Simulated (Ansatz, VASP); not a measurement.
# Two plane-wave programs on Rb

```
Rb
1.0
     4.67867   -4.68373    0.00000
     4.67867    4.68373    0.00000
     0.00000    0.00000   11.97168
Rb
5
Cartesian
  2.3393 -2.3419 3.6790
  2.3393 2.3419 8.2927
  2.3393 2.3419 3.6790
  2.3393 -2.3419 8.2927
  0.0000 0.0000 0.0000
```

Alike in both runs: functional PBE; k mesh 6 × 6 × 4; occupations gaussian, width 0.1 eV; no spin polarisation.

Ansatz relaxed the structure, and its values are those at the end. VASP's run is a single point on that final structure, the one shown.

|  | VASP | Ansatz |
| --- | --- | --- |
| version | VASP 6.6.1 | Ansatz 0.2.0 |
| potentials or method | VASP PAW PBE potentials, release 64 (Rb_sv), cutoff 520 eV | scalar-relativistic, plane waves, PAW |
| valence electrons in the cell | 45 | 45 |

|  | VASP | Ansatz | Ansatz less VASP |
| --- | --- | --- | --- |
| gap on the k mesh at the Fermi level (eV) | none | none | - |
| pressure (GPa) | 0.0 | 0.0 | 0.00 |

A gap of «none» marks a metal or a gap that the smearing closes.
